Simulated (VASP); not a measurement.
# Hf2C: relaxation of cell and atoms with PBE

Crystal: Hf2C.

```
CELL_PARAMETERS angstrom
0.00000 2.85599 2.85599
2.85599 0.00000 2.85599
2.85599 2.85599 0.00000
ATOMIC_POSITIONS crystal
Hf 0.25000 0.25000 0.25000
Hf 0.75000 0.75000 0.75000
C 0.00000 0.00000 0.00000
```

The cell was built from a structure type or drawn by symmetry, and may not be a known phase.

```json
{
  "Program": "VASP 6.6.1",
  "Task": "relaxation of cell and atoms",
  "Functional": "PBE",
  "Potentials or basis": "VASP PAW PBE potentials, release 64 (Hf_pv, C)",
  "Cutoff": "600 eV",
  "k mesh": "14 × 14 × 14",
  "Occupations": "gaussian, width 0.1 eV",
  "Spin": "no spin polarisation",
  "Dipole correction": "no",
  "Further INCAR settings": "ALGO = Normal; EDIFF = 1e-07; IBRION = 2; EDIFFG = -0.01; NSW = 100; ISIF = 3"
}
```

* Relaxed volume: 15.43 Å³/atom
* Relaxed cell: a = 4.030 Å, b = 4.030 Å, c = 4.030 Å, α = 60.00°, β = 60.00°, γ = 60.00°
* Space group after relaxing (to 0.1 Å): Fm-3m (No. 225)
* Energy gained by relaxing: 0.4 meV/atom
* Ionic steps: 3
* Pressure after relaxing: 0.0 GPa
* Band gap on the k mesh: zero (bands 12 and 13 overlap by 1.60 eV)

Step by step:
```csv
step,energy change (eV),largest force (eV/Å),pressure (GPa),volume (Å³)
1,0.0000,0.0000,-1.08,46.59
2,0.0007,0.0000,1.44,45.89
3,-0.0011,0.0000,0.01,46.28
```

Final structure:
```cif
data_structure
_symmetry_space_group_name_H-M 'P 1'
_symmetry_Int_Tables_number 1
_cell_length_a 4.0300
_cell_length_b 4.0300
_cell_length_c 4.0300
_cell_angle_alpha 60.000
_cell_angle_beta 60.000
_cell_angle_gamma 60.000
_cell_volume 46.28
loop_
_atom_site_label
_atom_site_type_symbol
_atom_site_fract_x
_atom_site_fract_y
_atom_site_fract_z
_atom_site_occupancy
Hf1 Hf 0.25000 0.25000 0.25000 1
Hf2 Hf 0.75000 0.75000 0.75000 1
C1 C 0.00000 0.00000 0.00000 1
```

Levels at points of the mesh, in eV from the Fermi level:
```tsv
k point	band 9	band 10	band 11	band 12	band 13	band 14	band 15	band 16
(0.00, 0.00, 0.00)	-4.93	-4.93	-2.17	-2.17	-1.08	4.95	4.95	4.95
(0.50, 0.00, 0.00)	-3.61	-3.61	0.22	0.32	0.32	1.88	2.21	2.21
(0.50, 0.50, 0.00)	-2.53	-2.53	-2.49	-1.24	-1.03	3.16	3.16	3.28
```

Run time: 4.6 min on 1 thread of Intel Xeon 8259CL, with other jobs on the host, peak memory 0.26 GiB.

Caveat: spin-orbit coupling is left out, which moves the levels of the heavy elements.
